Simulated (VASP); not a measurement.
Crystal: Sb2As2C.

```xyz
10
Lattice="5.0557 0.0000 0.0000 -2.5278 4.3783 0.0000 0.0000 0.0000 12.7268" Properties=species:S:1:pos:R:3 pbc="T T T"
Sb    0.0000    2.9189    7.6043
Sb    2.5278    1.4594    1.2410
Sb    2.5278    1.4594    5.1224
Sb    0.0000    2.9189   11.4858
As    0.0000    0.0000   11.1435
As    0.0000    0.0000    4.7801
As    0.0000    0.0000    1.5833
As    0.0000    0.0000    7.9467
C     0.0000    0.0000    3.1817
C     0.0000    0.0000    9.5451
```

| Property | Result |
| --- | --- |
| Program | VASP 6.6.1 |
| Task | relaxation of cell and atoms |
| Functional | PBE |
| Potentials or basis | VASP PAW PBE potentials, release 64 (Sb, As, C) |
| Cutoff | 600 eV |
| k mesh | 6 × 6 × 2 |
| Occupations | gaussian, width 0.1 eV |
| Spin | no spin polarisation |

At the start: pressure 9.3 GPa; volume 28.17 Å³/atom.

Question: Where does the relaxation end?

Answer: Over 36 steps the energy falls by 509.3 meV/atom and the volume is 28.67 Å³/atom (+1.8 %); space group P6_3/mmc (No. 194, to 0.05 Å).

Step by step:
| step | energy change (eV) | largest force (eV/Å) | pressure (GPa) | volume (Å³) |
| --- | --- | --- | --- | --- |
| 1 | 0.0000 | 7.9589 | 9.29 | 281.71 |
| 2 | 3.5147 | 1.3966 | -6.12 | 347.31 |
| 3 | 1.8178 | 1.9687 | -6.15 | 332.08 |
| 4 | 0.1301 | 2.8689 | -6.15 | 319.26 |
| 5 | -2.3118 | 1.7671 | -3.40 | 300.57 |
| 6 | -2.5637 | 0.6228 | 0.24 | 291.16 |
| 7 | -2.6093 | 0.5634 | -1.19 | 294.23 |
| 8 | -2.6118 | 0.5741 | -0.95 | 293.70 |
| 9 | -2.6116 | 0.5789 | -0.85 | 293.46 |
| 10 | -2.7303 | 0.6536 | -0.25 | 287.86 |
| 11 | -2.8483 | 0.8240 | 1.17 | 277.64 |
| 12 | -2.9418 | 0.9219 | 1.23 | 277.75 |
| 13 | -3.2747 | 1.1314 | 1.33 | 278.05 |
| 14 | -4.0112 | 1.0358 | 1.54 | 278.55 |
| 15 | -4.7119 | 1.4053 | 3.16 | 279.10 |
| 16 | -4.7234 | 1.1752 | 2.83 | 279.06 |
| 17 | -4.7875 | 0.9544 | 2.46 | 280.25 |
| 18 | -4.8705 | 0.4178 | 1.48 | 283.78 |
| 19 | -4.8935 | 0.3607 | 1.23 | 284.32 |
| 20 | -4.9346 | 0.1896 | 0.49 | 285.97 |
| 21 | -4.9399 | 0.3439 | 0.15 | 286.79 |
| 22 | -4.9457 | 0.3214 | 0.13 | 287.00 |
| 23 | -4.9619 | 0.2530 | 0.08 | 287.61 |
| 24 | -4.9883 | 0.1115 | -0.01 | 288.82 |
| 25 | -5.0165 | 0.1901 | -0.15 | 291.22 |
| 26 | -5.0282 | 0.1028 | -0.32 | 291.36 |
| 27 | -5.0440 | 0.2997 | -0.83 | 291.74 |
| 28 | -5.0554 | 0.2788 | -0.68 | 290.53 |
| 29 | -5.0784 | 0.2131 | -0.24 | 286.86 |
| 30 | -5.0716 | 0.1135 | 0.76 | 279.39 |
| 31 | -5.0848 | 0.1389 | 0.16 | 283.87 |
| 32 | -5.0878 | 0.1050 | 0.21 | 284.25 |
| 33 | -5.0889 | 0.0893 | 0.27 | 284.65 |
| 34 | -5.0909 | 0.0754 | 0.13 | 285.40 |
| 35 | -5.0923 | 0.0496 | -0.13 | 286.82 |
| 36 | -5.0928 | 0.0396 | -0.11 | 286.68 |

Final structure:
```
CELL_PARAMETERS angstrom
4.57129 0.00000 0.00000
-2.28565 3.95885 0.00000
0.00000 0.00000 15.84130
ATOMIC_POSITIONS crystal
Sb 0.33333 0.66667 0.55327
Sb 0.66667 0.33333 0.05327
Sb 0.66667 0.33333 0.44673
Sb 0.33333 0.66667 0.94673
As 0.00000 0.00000 0.86156
As 0.00000 0.00000 0.36156
As 0.00000 0.00000 0.13844
As 0.00000 0.00000 0.63844
C 0.00000 0.00000 0.25000
C 0.00000 0.00000 0.75000
```
